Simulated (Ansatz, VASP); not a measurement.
# TiSi: VASP beside Ansatz

```
Ti Si
1.0
     1.78894   -2.08586    0.00000
     1.78894    2.08586    0.00000
     0.00000    0.00000    3.68982
Ti Si
1 1
Direct
  0.50000 0.50000 0.00000
  0.00000 0.00000 0.50000
```

Change from the starting cell: strain -0.015 along x and y, -0.030 along z, atoms carried along.

Alike in both runs: task single point; functional PBEsol; k mesh 18 × 18 × 12; occupations gaussian, width 0.15 eV; no spin polarisation.

|  | VASP | Ansatz |
| --- | --- | --- |
| version | VASP 6.6.1 | Ansatz 0.2.0 |
| potentials or method | VASP PAW PBE potentials, release 64 (Ti_sv, Si), cutoff 520 eV | scalar-relativistic, plane waves, PAW |
| valence electrons in the cell | 16 | 16 |

|  | VASP | Ansatz | Ansatz less VASP |
| --- | --- | --- | --- |
| gap on the k mesh at the Fermi level (eV) | none | none | - |
| pressure (GPa) | 4.9 | 4.9 | -0.04 |
| traceless stress, the component that is largest in VASP (GPa) | 3.03 | 2.97 | -0.066 |

VASP's potentials were made for PBE, not for PBEsol. A gap of «none» marks a metal or a gap that the smearing closes.
